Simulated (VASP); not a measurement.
A run of VASP 6.6.1 is set up as follows.

INCAR

```
SYSTEM = CdS
ALGO     = Normal         ! electronic algorithm
EDIFF    = 1E-7           ! SCF threshold, eV
ENCUT    = 520            ! plane-wave cutoff, eV
GGA      = PE             ! functional
ISIF     = 2              ! what is computed and relaxed
ISMEAR   = 0              ! smearing method
LASPH    = .True.         ! aspherical terms in the spheres
LCHARG   = .True.         ! write CHGCAR
LELF     = .True.         ! ELF
LREAL    = .False.        ! projectors in reciprocal space
LVHAR    = .True.       
LWAVE    = .False.        ! write WAVECAR
NBANDS   = 16             ! bands
NELM     = 100            ! most SCF steps
PREC     = Accurate       ! precision mode
SIGMA    = 0.01           ! smearing width, eV
```

The input KPOINTS:

```
k-points
0
Gamma
  6 6 6
  0 0 0
```

The input POSCAR:

```
CdS
1.0
    0.0000000000      2.9392138883      2.9392138883
    2.9392138883      0.0000000000      2.9392138883
    2.9392138883      2.9392138883      0.0000000000
Cd S
1 1
Direct
    0.0000000000      0.0000000000      0.0000000000
    0.2500000000      0.2500000000      0.2500000000
```

Potentials or basis: VASP PAW PBE potentials, release 64 (Cd, S).

Launch:

```console
$ cat potpaw_PBE.64/Cd/POTCAR potpaw_PBE.64/S/POTCAR > POTCAR
$ mpirun -np 1 vasp_std > vasp.out
```

(1) What does it give for the band gap on the k mesh?

(2) Estimate the pressure.

Answers

(1) 1.10 eV.

(2) 1.7 GPa.
